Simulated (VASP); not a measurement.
# ZnTe3O (Cmmm) in VASP: notebook

Runs on ZnTe3O. Level: PBE. Tasks: single point, relaxation of cell and atoms.

Everything below comes from runs of VASP 6.6.1. Logs are shortened: lines on timing, memory, paths and dates and some standing lists are left out, and cuts for length are marked.

**1. The cell of the first run**

The structure is orthorhombic, space group Cmmm (No. 65). Conventional cell: a = 6.335 Å, b = 10.479 Å, c = 4.040 Å, α = 90.00°, β = 90.00°, γ = 90.00°. Within 2.7 Å of Zn (site symmetry mmm) lie 2 O at 2.02 Å. Within 4.1 Å of Te (site symmetry 2/m) lie 6 Te at 3.06 to 4.04 Å and 2 O at 3.06 Å and 4 Zn at 3.67 Å. Within 4.1 Å of Te (site symmetry mmm) lie 6 Te at 3.06 to 4.04 Å and 2 O at 3.17 Å and 4 Zn at 3.76 Å. O (site symmetry mmm) has 2 Zn at 2.02 Å within 2.7 Å.

The cell was generated, and may not be a known phase.

**2. Single point, PBE**

INCAR

```
SYSTEM = ZnTe3O
  ALGO = Normal
  EDIFF = 1E-7
  ENCUT = 520
  GGA = PE
  ISIF = 2
  ISMEAR = 0
  LASPH = .TRUE.
  LCHARG = .TRUE.
  LELF = .TRUE.
  LREAL = .FALSE.
  LVHAR = .TRUE.
  LWAVE = .FALSE.
  NBANDS = 26
  NELM = 80
  PREC = Accurate
  SIGMA = 0.1
```

KPOINTS

```
k-points
0
G
  4 4 4
  0 0 0
```

POSCAR

```
ZnTe3O
1.0
    3.1676580100     -5.2393360100      0.0000000000
    3.1676580100      5.2393360100      0.0000000000
    0.0000000000      0.0000000000      4.0398647400
Zn Te O
1 3 1
Direct
    0.0000000000      0.0000000000      0.0000000000
    0.0000000000      0.5000000000      0.5000000000
    0.5000000000      0.0000000000      0.5000000000
    0.5000000000      0.5000000000      0.5000000000
    0.0000000000      0.0000000000      0.5000000000
```

Potentials or basis: VASP PAW PBE potentials, release 64 (Zn, Te, O).

On the command line:

```
cat potpaw_PBE.64/Zn/POTCAR potpaw_PBE.64/Te/POTCAR potpaw_PBE.64/O/POTCAR > POTCAR
mpirun -np 1 vasp_std > vasp.out
```

OUTCAR:

```text
SYSTEM = ZnTe3O
   EDIFF = 1E-7
   ENCUT = 520
   GGA = PE
   ISIF = 2
   ISMEAR = 0
   LASPH = .TRUE.
   LREAL = .FALSE.
   NELM = 80
   PREC = Accurate

 ion  position               nearest neighbor table
   1  0.000  0.000  0.000-   5 2.02   5 2.02
   2  0.000  0.500  0.500-   4 3.06   4 3.06   3 3.17   3 3.17
   3  0.500  0.000  0.500-   4 3.06   4 3.06   2 3.17   2 3.17
   4  0.500  0.500  0.500-   2 3.06   3 3.06   3 3.06   2 3.06
   5  0.000  0.000  0.500-   1 2.02   1 2.02

  LATTYP: Found a base centered orthorhombic cell.
 ALAT       =     6.3353160200
 B/A-ratio  =     1.6540093638
 C/A-ratio  =     0.6376737525

  Lattice vectors:

 A1 = (   3.1676580100,  -5.2393360100,   0.0000000000)
 A2 = (   3.1676580100,   5.2393360100,   0.0000000000)
 A3 = (   0.0000000000,   0.0000000000,   4.0398647400)

Analysis of symmetry for initial positions (statically):
=====================================================================
 Subroutine PRICEL returns:
 Original cell was already a primitive cell.

 Routine SETGRP: Setting up the symmetry group for a
 base centered orthorhombic supercell.

 Subroutine GETGRP returns: Found  8 space group operations
 (whereof  8 operations were pure point group operations)
 out of a pool of  8 trial point group operations.

The static configuration has the point symmetry D_2h.

Analysis of symmetry for dynamics (positions and initial velocities):
=====================================================================
 Subroutine PRICEL returns:
 Original cell was already a primitive cell.

 Routine SETGRP: Setting up the symmetry group for a
 base centered orthorhombic supercell.

 Subroutine GETGRP returns: Found  8 space group operations
 (whereof  8 operations were pure point group operations)
 out of a pool of  8 trial point group operations.

The dynamic configuration has the point symmetry D_2h.

 Subroutine INISYM returns: Found  8 space group operations
 (whereof  8 operations are pure point group operations),
 and found     1 'primitive' translations

----------------------------------------------------------------------------------------

                                     Primitive cell

  volume of cell :     134.0946

  direct lattice vectors                    reciprocal lattice vectors
     3.167658010 -5.239336010  0.000000000     0.157845322 -0.095431940  0.000000000
     3.167658010  5.239336010  0.000000000     0.157845322  0.095431940  0.000000000
     0.000000000  0.000000000  4.039864740     0.000000000  0.000000000  0.247533040

  length of vectors
     6.122474916  6.122474916  4.039864740     0.184451622  0.184451622  0.247533040

  position of ions in fractional coordinates (direct lattice)
     0.000000000  0.000000000  0.000000000
     0.000000000  0.500000000  0.500000000
     0.500000000  0.000000000  0.500000000
     0.500000000  0.500000000  0.500000000
     0.000000000  0.000000000  0.500000000

  ion indices of the primitive-cell ions
   primitive index   ion index
                 1           1
                 2           2
                 3           3
                 4           4
                 5           5

----------------------------------------------------------------------------------------

 KPOINTS: k-points

Automatic generation of k-mesh.
 Grid dimensions read from file:
 generate k-points for:    4    4    4

 Generating k-lattice:

  Cartesian coordinates                     Fractional coordinates (reciprocal lattice)
     0.039461331 -0.023857985  0.000000000     0.250000000  0.000000000  0.000000000
     0.039461331  0.023857985  0.000000000     0.000000000  0.250000000  0.000000000
     0.000000000  0.000000000  0.061883260     0.000000000  0.000000000  0.250000000

  Length of vectors
     0.046112906  0.046112906  0.061883260

  Shift w.r.t. Gamma in fractional coordinates (k-lattice)
     0.000000000  0.000000000  0.000000000

 Subroutine IBZKPT returns following result:
 ===========================================

 Found     21 irreducible k-points:

 Following reciprocal coordinates:
            Coordinates               Weight
  0.000000  0.000000  0.000000      1.000000
  0.250000  0.000000  0.000000      4.000000
  0.500000  0.000000  0.000000      2.000000
  0.250000  0.250000  0.000000      2.000000
  0.500000  0.250000  0.000000      4.000000
 -0.250000  0.250000  0.000000      2.000000
[... 13 lines left out ...]
 -0.250000  0.250000  0.500000      2.000000
  0.500000  0.500000  0.500000      1.000000
   k-points           NKPTS =     21   k-points in BZ     NKDIM =     21   number of bands    NBANDS=     26
   number of dos      NEDOS =    301   number of ions     NIONS =      5
   total plane-waves  NPLWV =  69120
   dimension x,y,z NGX =    48 NGY =   48 NGZ =   30
   dimension x,y,z NGXF=    96 NGYF=   96 NGZF=   60
   ions per type =               1   3   1
   NGX,Y,Z   is equivalent  to a cutoff of  13.03, 13.03, 12.35 a.u.
   NGXF,Y,Z  is equivalent  to a cutoff of  26.07, 26.07, 24.69 a.u.
 SYSTEM =  ZnTe3O
   PREC   = accura    normal or accurate (medium, high low for compatibility)
   ISTART =      0    job   : 0-new  1-cont  2-samecut
   ICHARG =      2    charge: 1-file 2-atom 10-const
   ISPIN  =      1    spin polarized calculation?
   LNONCOLLINEAR =      F non collinear calculations
   LSORBIT =      F    spin-orbit coupling
   LASPH  =      T    aspherical Exc in radial PAW
   ENCUT  =  520.0 eV  38.22 Ry    6.18 a.u.  11.38 11.38  7.51*2*pi/ulx,y,z
   NELM   =     80;   NELMIN=  2; NELMDL= -5     # of ELM steps
   EDIFF  = 0.1E-06   stopping-criterion for ELM
   LREAL  =      F    real-space projection
   EDIFFG = 0.1E-05   stopping-criterion for IOM
   NSW    =      0    number of steps for IOM
   IBRION =     -1    ionic relax: 0-MD 1-quasi-New 2-CG
   NFREE  =      0    steps in history (QN), initial steepest desc. (CG)
   ISIF   =      2    stress and relaxation
   ISYM   =      2    0-nonsym 1-usesym 2-fastsym
   POTIM  = 0.5000    time-step for ionic-motion
   TEBEG  =    0.0;   TEEND  =   0.0 temperature during run
   PSTRESS=    0.0 pullay stress
   NELECT =      36.0000    total number of electrons
   NUPDOWN=      -1.0000    fix difference up-down
   EMIN   =  10.00;   EMAX   =-10.00  energy-range for DOS
   EFERMI =   0.00;   METHOD = LEGACY
   ISMEAR =     0;   SIGMA  =   0.10  broadening in eV -4-tet -1-fermi 0-gaus
   EFERMI_NEDOS =   21; number of points for ismear=-14 and -15
   IALGO  =     38    algorithm
   IMIX   =      4    mixing-type and parameters
     AMIX     =   0.40;   BMIX     =  1.00
     AMIX_MAG =   1.60;   BMIX_MAG =  1.00
  volume/ion in A,a.u.               =      26.82       180.98
  Fermi-wavevector in a.u.,A,eV,Ry     =   1.056100  1.995740 15.175232  1.115348
  Thomas-Fermi vector in A             =   2.191324
   LORBIT       =      0    0 simple, 1 ext, 2 COOP (PROOUT), +10 PAW based schemes
   GGA     = PE    functional components
   LHFCALC =     F    Hartree Fock is set to
   AEXX    =    0.0000 exact exchange contribution
   IVDW    =     0    specifies the selected vdW correction
   LEPSILON=     F    determine dielectric tensor
   LRPA    =     F    only Hartree local field effects (RPA)
 non-spin polarized calculation
 Gauss-broadening in eV      SIGMA  =   0.10
  energy-cutoff  :      520.00
  volume of cell :      134.09
 maximum number of plane-waves:      3638
 NGX is ok and might be reduce to    48
   NGX = 23   NGY = 23   NGZ = 15

 number of electron      35.9999999 magnetization

 Free energy of the ion-electron system (eV)
  ---------------------------------------------------
  ext. energy  EPLUGINS =         0.00000000
  ---------------------------------------------------
  free energy    TOTEN  =       -15.32635034 eV

  energy without entropy =      -15.31001592  energy(sigma->0) =      -15.31818313

 E-fermi :   4.1856     XC(G=0):  -9.2442

 val. band max:        4.1743737971   @ k =   0.2500   0.2500   0.2500
 cond. band min:       4.2059667976   @ k =   0.2500   0.2500   0.0000
 fundamental gap:      0.0315930006
 Fermi energy:         4.1855959987

 k-point     1 :       0.0000    0.0000    0.0000
  band No.  band energies     occupation
      1     -13.0596      2.00000
      2      -8.2741      2.00000
      3      -5.5172      2.00000
      4      -5.1699      2.00000
      5      -2.6303      2.00000
      6      -2.6292      2.00000
[... 18 lines left out ...]
     25      10.3240      0.00000
     26      11.1162      0.00000

 k-point     2 :       0.2500    0.0000    0.0000
  band No.  band energies     occupation
      1     -13.0512      2.00000
      2      -8.0912      2.00000
      3      -6.1334      2.00000
      4      -5.3320      2.00000
      5      -2.6471      2.00000
      6      -2.6434      2.00000
[... 18 lines left out ...]
     25      10.0203      0.00000
     26      11.3444      0.00000

 k-point     3 :       0.5000    0.0000    0.0000
  band No.  band energies     occupation
      1     -13.0428      2.00000
      2      -7.7660      2.00000
      3      -6.8258      2.00000
      4      -5.4217      2.00000
      5      -2.6596      2.00000
      6      -2.6519      2.00000
[... 18 lines left out ...]
     25      10.3679      0.00000
     26      11.3111      0.00000

 k-point     4 :       0.2500    0.2500    0.0000
  band No.  band energies     occupation
      1     -13.0429      2.00000
      2      -7.7479      2.00000
      3      -6.8638      2.00000
      4      -5.4050      2.00000
      5      -2.6574      2.00000
      6      -2.6534      2.00000
[... 18 lines left out ...]
     25      10.9130      0.00000
     26      11.6911      0.00000

 k-point     5 :       0.5000    0.2500    0.0000
  band No.  band energies     occupation
      1     -13.0415      2.00000
      2      -7.6998      2.00000
      3      -6.8688      2.00000
      4      -5.5412      2.00000
      5      -2.6586      2.00000
      6      -2.6531      2.00000
[... 18 lines left out ...]
     25      10.9835      0.00000
     26      11.5888      0.00000

 k-point     6 :      -0.2500    0.2500    0.0000
  band No.  band energies     occupation
      1     -13.0498      2.00000
      2      -8.0667      2.00000
      3      -5.9926      2.00000
      4      -5.6166      2.00000
      5      -2.6485      2.00000
      6      -2.6435      2.00000
[... 340 lines left out ...]
 k-point    18 :       0.2500    0.2500    0.5000
  band No.  band energies     occupation
      1     -12.8195      2.00000
      2      -7.4037      2.00000
      3      -6.5197      2.00000
      4      -5.0403      2.00000
      5      -3.4063      2.00000
      6      -2.6588      2.00000
[... 18 lines left out ...]
     25      10.0514      0.00000
     26      10.7906      0.00000

 k-point    19 :       0.5000    0.2500    0.5000
  band No.  band energies     occupation
      1     -12.8184      2.00000
      2      -7.3549      2.00000
      3      -6.5264      2.00000
      4      -5.1828      2.00000
      5      -3.4059      2.00000
      6      -2.6582      2.00000
[... 18 lines left out ...]
     25      10.2755      0.00000
     26      11.1729      0.00000

 k-point    20 :      -0.2500    0.2500    0.5000
  band No.  band energies     occupation
      1     -12.8259      2.00000
      2      -7.7153      2.00000
      3      -5.6465      2.00000
      4      -5.2714      2.00000
      5      -3.4084      2.00000
      6      -2.6739      2.00000
[... 18 lines left out ...]
     25       9.0760      0.00000
     26      10.8758      0.00000

 k-point    21 :       0.5000    0.5000    0.5000
  band No.  band energies     occupation
      1     -12.8171      2.00000
      2      -7.3174      2.00000
      3      -6.4868      2.00000
      4      -5.3695      2.00000
      5      -3.4054      2.00000
      6      -2.6540      2.00000
[... 18 lines left out ...]
     25      10.0999      0.00000
     26      11.3179      0.00000

------------------------ aborting loop because EDIFF is reached ----------------------------------------

  FORCE on cell =-STRESS in cart. coord.  units (eV):
  Direction    XX          YY          ZZ          XY          YZ          ZX
  --------------------------------------------------------------------------------------
  -------------------------------------------------------------------------------------
  Total       -0.1482804      1.1740880    -10.7470150     -0.0000000      0.0000000      0.0000000
  in kB       -1.7716701     14.0281323   -128.4065204     -0.0000000      0.0000000      0.0000000
  external PRESSURE =     -38.7166861 kB  Pullay stress =       0.0000000 kB

 VOLUME and BASIS-vectors are now :
 -----------------------------------------------------------------------------
  energy-cutoff  :      520.00
  volume of cell :      134.09
      direct lattice vectors                 reciprocal lattice vectors
     3.167658010 -5.239336010  0.000000000     0.157845322 -0.095431940  0.000000000
     3.167658010  5.239336010  0.000000000     0.157845322  0.095431940  0.000000000
     0.000000000  0.000000000  4.039864740     0.000000000  0.000000000  0.247533040

 POSITION                                       TOTAL-FORCE (eV/Angst)
 -----------------------------------------------------------------------------------
      0.00000      0.00000      0.00000         0.000000     -0.000000      0.000000
      1.58383      2.61967      2.01993         0.000000     -0.000000      0.000000
      1.58383     -2.61967      2.01993         0.000000      0.000000      0.000000
      3.16766      0.00000      2.01993         0.000000     -0.000000      0.000000
      0.00000      0.00000      2.01993         0.000000     -0.000000      0.000000
 -----------------------------------------------------------------------------------
    total drift:                                0.000000      0.000000     -0.000000

  FREE ENERGIE OF THE ION-ELECTRON SYSTEM (eV)
  ---------------------------------------------------
  free  energy   TOTEN  =       -15.3263503373 eV

  energy  without entropy=      -15.3100159230  energy(sigma->0) =      -15.31818313
```

It took 85 s on 1 thread of Intel Xeon Platinum 8259CL at 2.50GHz (Skylake/Cascade Lake), shared host; peak memory 0.29 GiB.

Results:

```yaml
Free_energy: -15.3264 eV
Pressure: -3.9 GPa
Band_gap_on_the_k_mesh: zero (bands 18 and 19 overlap by 1.56 eV)
```

Caveat: the k points lie up to 0.39 Å⁻¹ apart, too coarse for converged energies and pressures of a metal; spin-orbit coupling is left out, which moves the levels of the heavy elements.

**3. Relaxation of cell and atoms, PBE**

INCAR

```
SYSTEM = ZnTe3O
PREC     = Accurate       ! precision mode
ENCUT    = 600            ! plane-wave cutoff, eV
EDIFF    = 1E-6           ! SCF threshold, eV
ISMEAR   = 0              ! smearing method
SIGMA    = 0.1            ! smearing width, eV
LREAL    = .FALSE.        ! projectors in reciprocal space
LASPH    = .TRUE.         ! aspherical terms in the spheres
NELM     = 80             ! most SCF steps
ALGO     = Normal         ! electronic algorithm
ISIF     = 3              ! what is computed and relaxed
LWAVE    = .FALSE.        ! write WAVECAR
LCHARG   = .FALSE.        ! write CHGCAR
GGA      = PE             ! functional
IBRION   = 2              ! ionic algorithm
NSW      = 90             ! ionic steps
EDIFFG   = -0.04          ! ionic threshold
```

KPOINTS

```
regular mesh
0
G
  4 4 4
  0 0 0
```

POSCAR is that of step 2.

Potentials or basis: VASP PAW PBE potentials, release 64 (Zn, Te, O).

On the command line:

```
cat potpaw_PBE.64/Zn/POTCAR potpaw_PBE.64/Te/POTCAR potpaw_PBE.64/O/POTCAR > POTCAR
mpirun -np 1 vasp_std > vasp.out
```

Wall time 8.2 min (1 thread of Intel Xeon Platinum 8259CL at 2.50GHz (Skylake/Cascade Lake), shared host); peak memory 0.34 GiB.

Results (log left out):

```yaml
Free_energy: -16.3798 eV
Relaxed_volume: 25.20 Å³/atom
Relaxed_cell: a = 6.462 Å, b = 6.462 Å, c = 3.464 Å, α = 90.00°, β = 90.00°, γ = 119.45°
Space_group_after_relaxing_to_0.1_Å: P6/mmm (No. 191)
Energy_gained_by_relaxing: 210.4 meV/atom
Ionic_steps: 8
Pressure_after_relaxing: 0.0 GPa
Band_gap_on_the_k_mesh: zero (bands 18 and 19 overlap by 2.20 eV)
```

Stress tensor (GPa, compression positive):
```
-0.12  0.00  0.00
 0.00  0.08  0.00
 0.00  0.00 -0.03
```

The path:
| step | energy change (eV) | largest force (eV/Å) | pressure (GPa) | volume (Å³) |
| --- | --- | --- | --- | --- |
| 1 | 0.0000 | 0.0000 | -3.90 | 134.09 |
| 2 | -0.8506 | 0.0000 | 0.65 | 121.30 |
| 3 | -0.9096 | 0.0000 | 3.53 | 117.50 |
| 4 | -1.0380 | 0.0000 | 1.39 | 123.76 |
| 5 | -1.0385 | 0.0000 | 1.47 | 123.44 |
| 6 | -1.0355 | 0.0000 | -1.14 | 127.54 |
| 7 | -1.0510 | 0.0000 | 0.21 | 125.33 |
| 8 | -1.0521 | 0.0000 | -0.02 | 125.98 |

Final structure:
```
Zn Te O
1.0
     3.25794   -5.58071    0.00000
     3.25794    5.58071    0.00000
     0.00000    0.00000    3.46438
Zn Te O
1 3 1
Direct
  0.00000 0.00000 0.00000
  0.00000 0.50000 0.50000
  0.50000 0.00000 0.50000
  0.50000 0.50000 0.50000
  0.00000 0.00000 0.50000
```

Levels at points of the mesh, in eV from the Fermi level:
| k point | band 14 | band 15 | band 16 | band 17 | band 18 | band 19 | band 20 | band 21 | band 22 |
| --- | --- | --- | --- | --- | --- | --- | --- | --- | --- |
| (0.00, 0.00, 0.00) | -1.64 | -1.55 | 0.24 | 1.11 | 1.24 | 2.02 | 2.06 | 2.26 | 2.38 |
| (0.50, 0.00, 0.00) | -2.21 | -2.02 | -1.83 | -0.69 | 0.70 | 1.30 | 1.98 | 2.03 | 2.59 |
| (0.50, 0.50, 0.00) | -2.15 | -1.99 | -1.87 | -0.76 | 0.72 | 1.29 | 1.82 | 1.99 | 2.63 |
| (0.00, 0.00, 0.50) | -3.40 | -2.85 | -2.80 | -0.72 | -0.65 | 2.00 | 2.10 | 2.11 | 2.65 |
| (0.50, 0.00, 0.50) | -2.97 | -2.37 | -1.70 | -1.09 | -1.05 | -0.86 | 0.18 | 2.80 | 3.31 |
| (0.50, 0.50, 0.50) | -3.01 | -2.33 | -1.70 | -1.03 | -1.02 | -0.90 | 0.11 | 2.65 | 3.46 |

Caveat: the k points lie up to 0.45 Å⁻¹ apart in the final cell, too coarse for converged energies and pressures of a metal; spin-orbit coupling is left out, which moves the levels of the heavy elements.

The gap in the log of VASP goes by the Fermi energy; the results here count the filled bands.